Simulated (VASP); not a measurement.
# SrInO4 (P4/mmm) in VASP: a series of runs

SrInO4 is run at these levels: PBE; tasks: single point.

Program: VASP 6.6.1. These are calculated values, not measurements. Logs are shortened: lines on timing, memory, paths and dates and some standing lists are left out, and cuts for length are marked.

**1. The cell of the first run**

It takes space group P4/mmm (No. 123, tetragonal). The conventional cell has a = 4.024 Å, b = 4.024 Å, c = 6.104 Å, α = 90.00°, β = 90.00°, γ = 90.00°. Within 3.9 Å of Sr (site symmetry 4/mmm) lie 16 O at 2.94 to 3.66 Å. Within 2.7 Å of In (site symmetry 4/mmm) lie 6 O at 2.01 to 2.32 Å. Within 2.0 Å of O (site symmetry 4mm) lie 1 O at 1.47 Å. O (site symmetry mmm) has 2 In at 2.01 Å within 2.7 Å.

**2. Single point, PBE, collinear spin, ferromagnetic start**

INCAR

```
PREC = Accurate ; ENCUT = 520
EDIFF = 1E-6 ; ISMEAR = 0
SIGMA = 0.1 ; LREAL = F
LASPH = T ; NELM = 150
ALGO = Normal ; ISIF = 2
LWAVE = F ; LCHARG = F
ISPIN = 2 ; MAGMOM = 0 0 1 1 1 1
LORBIT = 11 ; GGA = PE
NBANDS = 36
```

KPOINTS

```
Automatic mesh
0
Gamma
  4 4 4
```

POSCAR

```
SrInO4
1.0
    4.0239910293      0.0000000000      0.0000000000
    0.0000000000      4.0239910293      0.0000000000
    0.0000000000      0.0000000000      6.1041866570
Sr In O
1 1 4
Direct
    0.5000000000      0.5000000000      0.5000000000
    0.0000000000      0.0000000000      0.0000000000
    0.0000000000      0.0000000000      0.6200647173
    0.5000000000      0.0000000000      0.0000000000
    0.0000000000      0.5000000000      0.0000000000
    0.0000000000      0.0000000000      0.3799352827
```

Potentials or basis: VASP PAW PBE potentials, release 64 (Sr_sv, In_d, O).

Run with:

```console
$ cat potpaw_PBE.64/Sr_sv/POTCAR potpaw_PBE.64/In_d/POTCAR potpaw_PBE.64/O/POTCAR > POTCAR
$ mpirun -np 1 vasp_std > vasp.out
```

OUTCAR:

```text
PREC = Accurate
   ENCUT = 520
   EDIFF = 1E-6
   ISMEAR = 0
   LREAL = F
   LASPH = T
   NELM = 150
   ISIF = 2
   ISPIN = 2
   LORBIT = 11
   GGA = PE

 ion  position               nearest neighbor table
   1  0.500  0.500  0.500-   3 2.94   6 2.94   3 2.94   6 2.94   3 2.94   6 2.94   3 2.94   6 2.94
                             2 4.17   2 4.17   2 4.17   2 4.17   2 4.17   2 4.17   2 4.17   2 4.17
   2  0.000  0.000  0.000-   4 2.01   5 2.01   5 2.01   4 2.01   3 2.32   6 2.32   1 4.17   1 4.17
                             1 4.17   1 4.17   1 4.17   1 4.17   1 4.17   1 4.17
   3  0.000  0.000  0.620-   6 1.47   2 2.32   1 2.94   1 2.94   1 2.94   1 2.94
   4  0.500  0.000  0.000-   2 2.01   2 2.01
   5  0.000  0.500  0.000-   2 2.01   2 2.01
   6  0.000  0.000  0.380-   3 1.47   2 2.32   1 2.94   1 2.94   1 2.94   1 2.94

  LATTYP: Found a simple tetragonal cell.
 ALAT       =     4.0239910293
 C/A-ratio  =     1.5169483760

  Lattice vectors:

 A1 = (   4.0239910293,   0.0000000000,   0.0000000000)
 A2 = (   0.0000000000,   4.0239910293,   0.0000000000)
 A3 = (   0.0000000000,   0.0000000000,   6.1041866570)

Analysis of symmetry for initial positions (statically):
=====================================================================
 Subroutine PRICEL returns:
 Original cell was already a primitive cell.

 Routine SETGRP: Setting up the symmetry group for a
 simple tetragonal supercell.

 Subroutine GETGRP returns: Found 16 space group operations
 (whereof 16 operations were pure point group operations)
 out of a pool of 16 trial point group operations.

The static configuration has the point symmetry D_4h.

Analysis of symmetry for dynamics (positions and initial velocities):
=====================================================================
 Subroutine PRICEL returns:
 Original cell was already a primitive cell.

 Routine SETGRP: Setting up the symmetry group for a
 simple tetragonal supercell.

 Subroutine GETGRP returns: Found 16 space group operations
 (whereof 16 operations were pure point group operations)
 out of a pool of 16 trial point group operations.

The dynamic configuration has the point symmetry D_4h.

Analysis of structural, dynamic, and magnetic symmetry:
=====================================================================
 Subroutine PRICEL returns:
 Original cell was already a primitive cell.

 Routine SETGRP: Setting up the symmetry group for a
 simple tetragonal supercell.

 Subroutine GETGRP returns: Found 16 space group operations
 (whereof 16 operations were pure point group operations)
 out of a pool of 16 trial point group operations.

The overall configuration has the point symmetry D_4h.

 Subroutine INISYM returns: Found 16 space group operations
 (whereof 16 operations are pure point group operations),
 and found     1 'primitive' translations

----------------------------------------------------------------------------------------

                                     Primitive cell

  volume of cell :      98.8421

  direct lattice vectors                    reciprocal lattice vectors
     4.023991029  0.000000000  0.000000000     0.248509500  0.000000000  0.000000000
     0.000000000  4.023991029  0.000000000     0.000000000  0.248509500  0.000000000
     0.000000000  0.000000000  6.104186657     0.000000000  0.000000000  0.163821989

  length of vectors
     4.023991029  4.023991029  6.104186657     0.248509500  0.248509500  0.163821989

  position of ions in fractional coordinates (direct lattice)
     0.500000000  0.500000000  0.500000000
     0.000000000  0.000000000  0.000000000
     0.000000000  0.000000000  0.620064717
     0.500000000  0.000000000  0.000000000
     0.000000000  0.500000000  0.000000000
     0.000000000  0.000000000  0.379935283

  ion indices of the primitive-cell ions
   primitive index   ion index
                 1           1
                 2           2
                 3           3
                 4           4
                 5           5
                 6           6

[... 32 lines left out ...]
  0.500000  0.250000  0.000000      4.000000
  0.500000  0.500000  0.000000      1.000000
[... 10 lines left out ...]
  0.500000  0.250000  0.500000      4.000000
  0.500000  0.500000  0.500000      1.000000
   k-points           NKPTS =     18   k-points in BZ     NKDIM =     18   number of bands    NBANDS=     36
   number of dos      NEDOS =    301   number of ions     NIONS =      6
   total plane-waves  NPLWV =  43200
   dimension x,y,z NGX =    30 NGY =   30 NGZ =   48
   dimension x,y,z NGXF=    60 NGYF=   60 NGZF=   96
   ions per type =               1   1   4
   NGX,Y,Z   is equivalent  to a cutoff of  12.39, 12.39, 13.07 a.u.
   NGXF,Y,Z  is equivalent  to a cutoff of  24.79, 24.79, 26.15 a.u.
 SYSTEM =  unknown system
   PREC   = accura    normal or accurate (medium, high low for compatibility)
   ISTART =      0    job   : 0-new  1-cont  2-samecut
   ICHARG =      2    charge: 1-file 2-atom 10-const
   ISPIN  =      2    spin polarized calculation?
   LNONCOLLINEAR =      F non collinear calculations
   LSORBIT =      F    spin-orbit coupling
   LASPH  =      T    aspherical Exc in radial PAW
   ENCUT  =  520.0 eV  38.22 Ry    6.18 a.u.   7.48  7.48 11.35*2*pi/ulx,y,z
   NELM   =    150;   NELMIN=  2; NELMDL= -5     # of ELM steps
   EDIFF  = 0.1E-05   stopping-criterion for ELM
   LREAL  =      F    real-space projection
   EDIFFG = 0.1E-04   stopping-criterion for IOM
   NSW    =      0    number of steps for IOM
   IBRION =     -1    ionic relax: 0-MD 1-quasi-New 2-CG
   NFREE  =      0    steps in history (QN), initial steepest desc. (CG)
   ISIF   =      2    stress and relaxation
   ISYM   =      2    0-nonsym 1-usesym 2-fastsym
   POTIM  = 0.5000    time-step for ionic-motion
   TEBEG  =    0.0;   TEEND  =   0.0 temperature during run
   PSTRESS=    0.0 pullay stress
   NELECT =      47.0000    total number of electrons
   NUPDOWN=      -1.0000    fix difference up-down
   EMIN   =  10.00;   EMAX   =-10.00  energy-range for DOS
   EFERMI =   0.00;   METHOD = LEGACY
   ISMEAR =     0;   SIGMA  =   0.10  broadening in eV -4-tet -1-fermi 0-gaus
   EFERMI_NEDOS =   21; number of points for ismear=-14 and -15
   IALGO  =     38    algorithm
   IMIX   =      4    mixing-type and parameters
     AMIX     =   0.40;   BMIX     =  1.00
     AMIX_MAG =   1.60;   BMIX_MAG =  1.00
  volume/ion in A,a.u.               =      16.47       111.17
  Fermi-wavevector in a.u.,A,eV,Ry     =   1.277792  2.414677 22.214946  1.632753
  Thomas-Fermi vector in A             =   2.410372
   LORBIT       =     11    0 simple, 1 ext, 2 COOP (PROOUT), +10 PAW based schemes
   GGA     = PE    functional components
   LHFCALC =     F    Hartree Fock is set to
   AEXX    =    0.0000 exact exchange contribution
   IVDW    =     0    specifies the selected vdW correction
   LEPSILON=     F    determine dielectric tensor
   LRPA    =     F    only Hartree local field effects (RPA)
 spin polarized calculation
 Gauss-broadening in eV      SIGMA  =   0.10
  energy-cutoff  :      520.00
  volume of cell :       98.84
 maximum number of plane-waves:      2695
 NGX is ok and might be reduce to    30
   NGX = 15   NGY = 15   NGZ = 23

 number of electron      46.9999983 magnetization       0.6231198

 number of electron      46.9999983 magnetization      -0.8173727

 Free energy of the ion-electron system (eV)
  ---------------------------------------------------
  ext. energy  EPLUGINS =         0.00000000
  ---------------------------------------------------
  free energy    TOTEN  =       -30.42694629 eV

  energy without entropy =      -30.41106611  energy(sigma->0) =      -30.41900620

 E-fermi :   2.3445     XC(G=0):  -9.3743

 val. band max:        2.3324949553   @ k =   0.5000   0.0000   0.2500
 cond. band min:       2.3504781355   @ k =   0.2500   0.0000   0.0000
 fundamental gap:      0.0179831802
 Fermi energy:         2.3444831438

 spin component 1

 k-point     1 :       0.0000    0.0000    0.0000
  band No.  band energies     occupation
      1     -32.9093      1.00000
      2     -18.7215      1.00000
      3     -14.8574      1.00000
      4     -14.8318      1.00000
      5     -14.7755      1.00000
      6     -14.7755      1.00000
[... 673 lines left out ...]
     34      11.5935      0.00000
     35      12.1632      0.00000
 Fermi energy:         2.3444831438

 spin component 2

 k-point     1 :       0.0000    0.0000    0.0000
  band No.  band energies     occupation
      1     -32.9061      1.00000
      2     -18.8249      1.00000
      3     -15.2969      1.00000
      4     -14.9438      1.00000
      5     -14.8284      1.00000
      6     -14.7723      1.00000
[... 673 lines left out ...]
     34      11.5421      0.00000
     35      11.9602      0.00000
 [bands above 35 left out]

------------------------ aborting loop because EDIFF is reached ----------------------------------------

  FORCE on cell =-STRESS in cart. coord.  units (eV):
  Direction    XX          YY          ZZ          XY          YZ          ZX
  --------------------------------------------------------------------------------------
  -------------------------------------------------------------------------------------
  Total        0.2415943      0.2415943      0.1923885      0.0000000      0.0000000     -0.0000000
  in kB        3.9161149      3.9161149      3.1185156      0.0000000      0.0000000     -0.0000000
  external PRESSURE =       3.6502485 kB  Pullay stress =       0.0000000 kB

 VOLUME and BASIS-vectors are now :
 -----------------------------------------------------------------------------
  energy-cutoff  :      520.00
  volume of cell :       98.84
      direct lattice vectors                 reciprocal lattice vectors
     4.023991029  0.000000000  0.000000000     0.248509500  0.000000000  0.000000000
     0.000000000  4.023991029  0.000000000     0.000000000  0.248509500  0.000000000
     0.000000000  0.000000000  6.104186657     0.000000000  0.000000000  0.163821989

 POSITION                                       TOTAL-FORCE (eV/Angst)
 -----------------------------------------------------------------------------------
      2.01200      2.01200      3.05209         0.000000     -0.000000      0.000000
      0.00000      0.00000      0.00000         0.000000     -0.000000      0.000000
      0.00000      0.00000      3.78499         0.000000      0.000000      0.205065
      2.01200      0.00000      0.00000         0.000000     -0.000000      0.000000
      0.00000      2.01200      0.00000         0.000000     -0.000000      0.000000
      0.00000      0.00000      2.31920        -0.000000      0.000000     -0.205065
 -----------------------------------------------------------------------------------
    total drift:                                0.000000     -0.000000      0.000000

  FREE ENERGIE OF THE ION-ELECTRON SYSTEM (eV)
  ---------------------------------------------------
  free  energy   TOTEN  =       -30.4269462872 eV

  energy  without entropy=      -30.4110661109  energy(sigma->0) =      -30.41900620

 total charge

# of ion       s       p       d       tot
------------------------------------------
    1        1.979   5.751   0.107   7.838
    2        0.668   0.736  10.103  11.507
    3        1.578   3.328   0.000   4.906
    4        1.574   3.370   0.000   4.944
    5        1.574   3.370   0.000   4.944
    6        1.578   3.328   0.000   4.906
--------------------------------------------------
tot          8.951  19.883  10.211  39.044

 magnetization (x)

# of ion       s       p       d       tot
------------------------------------------
    1        0.001   0.001   0.003   0.004
    2        0.010   0.011  -0.002   0.019
    3       -0.000  -0.069   0.000  -0.069
    4       -0.004  -0.285   0.000  -0.289
    5       -0.004  -0.285   0.000  -0.289
    6       -0.000  -0.069   0.000  -0.069
--------------------------------------------------
tot          0.003  -0.696   0.001  -0.693
```

Wall time 1.9 min (1 thread of Intel Xeon Platinum 8488C (Sapphire Rapids), shared host); peak memory 0.29 GiB.

What came out:

```yaml
Free_energy: -30.4269 eV
Pressure: 0.4 GPa
Largest_force: 0.205 eV/Å
Net_moment: -0.82 μB per cell
Site_moments: Sr +0.00; In +0.02; O -0.07, -0.29 μB
Valence_electrons_inside_the_program's_atomic_spheres: Sr 7.84; In 11.51; O 4.91, 4.94
```

Forces in eV/Å, atoms in the order of the input:
```
Sr   0.000  0.000  0.000
In   0.000  0.000  0.000
O    0.000  0.000  0.205
O    0.000  0.000  0.000
O    0.000  0.000  0.000
O    0.000  0.000 -0.205
```

Levels at points of the mesh, in eV from the Fermi level:
Spin up:
| k point | band 20 | band 21 | band 22 | band 23 | band 24 | band 25 | band 26 | band 27 |
| --- | --- | --- | --- | --- | --- | --- | --- | --- |
| (0.00, 0.00, 0.00) | -0.64 | -0.32 | -0.32 | -0.15 | -0.15 | 2.79 | 3.11 | 3.98 |
| (0.50, 0.00, 0.00) | -1.41 | -1.09 | -0.26 | -0.17 | 0.22 | 3.66 | 4.75 | 5.17 |
| (0.50, 0.50, 0.00) | -1.59 | 0.16 | 0.16 | 0.84 | 0.85 | 3.17 | 5.35 | 5.81 |
| (0.00, 0.00, 0.50) | -0.70 | -0.30 | -0.30 | -0.11 | -0.11 | 1.78 | 3.31 | 3.55 |
| (0.50, 0.00, 0.50) | -1.17 | -0.82 | -0.35 | -0.28 | -0.12 | 3.97 | 4.86 | 4.93 |
| (0.50, 0.50, 0.50) | -0.84 | -0.69 | -0.69 | 0.84 | 0.85 | 4.61 | 5.10 | 5.28 |
Spin down:
```tsv
k point	band 22	band 23	band 24	band 25	band 26	band 27
(0.00, 0.00, 0.00)	-0.95	-0.48	-0.48	2.76	3.11	3.88
(0.50, 0.00, 0.00)	-1.11	-0.33	-0.02	3.57	4.70	5.14
(0.50, 0.50, 0.00)	-0.09	-0.09	0.56	3.12	5.35	5.72
(0.00, 0.00, 0.50)	-0.96	-0.41	-0.41	1.69	3.30	3.52
(0.50, 0.00, 0.50)	-1.12	-0.60	-0.29	3.86	4.85	4.90
(0.50, 0.50, 0.50)	-0.98	-0.13	0.57	4.50	5.12	5.28
```

Caveat: the k points lie up to 0.39 Å⁻¹ apart; spin-orbit coupling is left out, which moves the levels of the heavy elements.

**3. Single point, PBE, collinear spin, ferromagnetic start**

This run uses another cell than the first one, of 21.66 Å³/atom, 1.315 times its volume.

INCAR

```
PREC = Accurate ; ENCUT = 520
EDIFF = 1E-6 ; ISMEAR = 0
SIGMA = 0.1 ; LREAL = False
LASPH = True ; NELM = 150
ALGO = Normal ; ISIF = 2
LWAVE = False ; LCHARG = False
ISPIN = 2 ; MAGMOM = 0 0 1 1 1 1
LORBIT = 11 ; GGA = PE
NBANDS = 36
```

KPOINTS

```
regular mesh
0
Gamma
  4 4 4
```

POSCAR

```
SrInO4
1.0
    4.3560000000      0.0000000000      0.0000000000
    0.0000000000      4.3560000000      0.0000000000
    0.0000000000      0.0000000000      6.8494897400
Sr In O
1 1 4
Direct
    0.5000000000      0.5000000000      0.5000000000
    0.0000000000      0.0000000000      0.0000000000
    0.0000000000      0.0000000000      0.6788081900
    0.5000000000      0.0000000000      0.0000000000
    0.0000000000      0.5000000000      0.0000000000
    0.0000000000      0.0000000000      0.3211918100
```

Potentials or basis: VASP PAW PBE potentials, release 64 (Sr_sv, In_d, O).

Run with:

```console
$ cat potpaw_PBE.64/Sr_sv/POTCAR potpaw_PBE.64/In_d/POTCAR potpaw_PBE.64/O/POTCAR > POTCAR
$ mpirun -np 1 vasp_std > vasp.out
```

Run time: 2.2 min. Hardware: 1 thread of Intel Xeon Platinum 8488C (Sapphire Rapids), shared host; peak memory 0.35 GiB.

It converged, with:

```
Free energy                                           : -27.8778 eV
Pressure                                              : -8.9 GPa
Largest force                                         : 0.433 eV/Å
Band gap on the k mesh                                : zero (filled and empty bands overlap)
Net moment                                            : 3.00 μB per cell
Site moments                                          : Sr -0.02; In -0.01; O +0.61, +0.68 μB
Valence electrons inside the program's atomic spheres : Sr 7.78; In 11.26; O 4.78, 4.82
```

Forces in eV/Å, atoms in the order of the input:
```
Sr   0.000  0.000  0.000
In   0.000  0.000  0.000
O    0.000  0.000 -0.433
O    0.000  0.000  0.000
O    0.000  0.000  0.000
O    0.000  0.000  0.433
```

Stress tensor (GPa, compression positive):
```
-9.34  0.00  0.00
 0.00 -9.34  0.00
 0.00  0.00 -7.94
```

Levels at points of the mesh, in eV from the Fermi level:
Spin up:
```csv
k point,band 21,band 22,band 23,band 24,band 25,band 26,band 27,band 28,band 29,band 30
"(0.00, 0.00, 0.00)",-1.29,-1.29,-1.05,-1.05,-0.87,2.02,3.48,4.28,4.66,5.65
"(0.50, 0.00, 0.00)",-1.48,-1.43,-1.01,-0.98,-0.77,4.13,4.56,4.64,5.08,5.40
"(0.50, 0.50, 0.00)",-1.39,-0.82,-0.82,-0.75,-0.67,4.88,4.95,5.21,5.21,6.43
"(0.00, 0.00, 0.50)",-1.49,-1.29,-1.29,-0.98,-0.98,3.02,3.54,3.74,4.92,5.69
"(0.50, 0.00, 0.50)",-1.44,-1.26,-1.18,-0.92,-0.24,4.16,4.30,4.84,5.45,5.84
"(0.50, 0.50, 0.50)",-1.15,-1.15,-0.75,-0.67,-0.15,4.63,4.88,5.08,5.08,6.43
```
Spin down:
```tsv
k point	band 19	band 20	band 21	band 22	band 23	band 24	band 25	band 26
(0.00, 0.00, 0.00)	-0.51	-0.15	-0.14	-0.14	-0.05	-0.05	0.59	2.14
(0.50, 0.00, 0.00)	-0.67	-0.55	-0.44	-0.19	-0.04	0.43	0.46	4.27
(0.50, 0.50, 0.00)	-1.08	-0.63	-0.10	0.15	0.44	0.44	0.63	4.97
(0.00, 0.00, 0.50)	-0.62	-0.62	-0.18	-0.10	-0.10	0.00	0.00	3.29
(0.50, 0.00, 0.50)	-0.78	-0.36	-0.20	-0.17	0.03	0.08	1.02	4.29
(0.50, 0.50, 0.50)	-0.59	-0.59	0.15	0.18	0.18	0.63	1.19	4.63
```

Caveat: the k points lie up to 0.36 Å⁻¹ apart; spin-orbit coupling is left out, which moves the levels of the heavy elements.
